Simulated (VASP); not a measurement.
A run of VASP 6.6.1 is set up as follows.

File INCAR:

```
ALGO     = Normal         # electronic algorithm
EDIFF    = 1E-6           # SCF threshold, eV
ENCUT    = 520            # plane-wave cutoff, eV
ISIF     = 2              # what is computed and relaxed
ISMEAR   = 0              # smearing method
LASPH    = True           # aspherical terms in the spheres
LCHARG   = False          # write CHGCAR
LREAL    = False          # projectors in reciprocal space
LWAVE    = False          # write WAVECAR
NBANDS   = 12             # bands
NELM     = 60             # most SCF steps
PREC     = Accurate       # precision mode
SIGMA    = 0.15           # smearing width, eV
```

The input KPOINTS:

```
k-points
0
Gamma
  20 20 20
```

POSCAR

```
Ti
1.0
   -1.6163850000      1.6163850000      1.6410000000
    1.6163850000     -1.6163850000      1.6410000000
    1.6163850000      1.6163850000     -1.6410000000
Ti
1
Direct
    0.0000000000      0.0000000000      0.0000000000
```

Potentials or basis: VASP PAW LDA potentials, release 64 (Ti_sv).

Run with:

```sh
$ cat potpaw_LDA.64/Ti_sv/POTCAR > POTCAR
$ mpirun -np 1 vasp_std > vasp.out
```

Q: Estimate the band gap on the k mesh.

A: Zero (band 6 reaches 8.91 eV, above the bottom of band 7 at 7.32 eV).

Q: Predict the pressure.

A: -8.2 GPa.

Stress tensor (GPa, compression positive):
```
-8.35  0.00  0.00
 0.00 -8.35  0.00
 0.00  0.00 -8.04
```

Caveat: the cell differs from its parent crystal (strain -0.015 along x and y, +0.000 along z).
